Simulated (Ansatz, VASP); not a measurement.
# BaTe: VASP beside Ansatz

The input INCAR:

```
SYSTEM = BaTe
  PREC = Accurate
  ENCUT = 520
  EDIFF = 1E-8
  ISMEAR = -1
  SIGMA = 0.05
  LREAL = .False.
  LASPH = .True.
  NELM = 100
  ALGO = Normal
  ISIF = 2
  LWAVE = .False.
  LCHARG = .False.
  GGA = PE
  LEFG = .True.
  NBANDS = 15
```

KPOINTS

```
regular mesh
0
Gamma
  11 11 11
  0 0 0
```

File POSCAR:

```
BaTe
1.0
    0.0000000000      3.8635279548      3.8635279548
    3.8635279548      0.0000000000      3.8635279548
    3.8635279548      3.8635279548      0.0000000000
Ba Te
1 1
Direct
    0.0000000000      0.0000000000      0.0000000000
    0.2500000000      0.2500000000      0.2500000000
```

Input for Ansatz:

```yaml
crystal:
  lattice:
    - [0.0, 3.8635279548, 3.8635279548]
    - [3.8635279548, 0.0, 3.8635279548]
    - [3.8635279548, 3.8635279548, 0.0]
  atoms:
    - { symbol: Ba, position: [0.0, 0.0, 0.0] }
    - { symbol: Te, position: [0.25, 0.25, 0.25] }
kpoints:
  mp_grid: { grid: [11, 11, 11] }
scf:
  occupations: { method: fermi_dirac, width: 0.05 }
hamiltonian:
  xc: pbe
  pseudopotentials: { kind: paw }
output:
  forces: true
  stress: true
  eigenvalues: true
  efg: { contact_densities: true }
```

Change from the starting cell: volume scaled by 0.96, PAW files.

Alike in both runs: task electric field gradients; functional PBE; k mesh 11 × 11 × 11; occupations fermi-dirac, width 0.05 eV; no spin polarisation.

|  | VASP | Ansatz |
| --- | --- | --- |
| version | VASP 6.6.1 | Ansatz 0.2.0 |
| potentials or method | VASP PAW PBE potentials, release 64 (Ba_sv, Te) | PAW with Ansatz's default frozen-core files, scalar-relativistic |
| plane-wave cutoff (eV) | 520 | 420 |
| valence electrons in the cell | 16 | 26 |

|  | VASP | Ansatz | Ansatz less VASP |
| --- | --- | --- | --- |
| gap on the k mesh at the Fermi level (eV) | 2.64 | 2.63 | -0.014 |
| pressure (GPa) | 1.0 | 0.8 | -0.24 |

VASP's potentials hold 16 valence electrons a cell and Ansatz's 26, so a difference there can come from the potentials and not from the codes.

Neither program's run includes spin-orbit coupling.
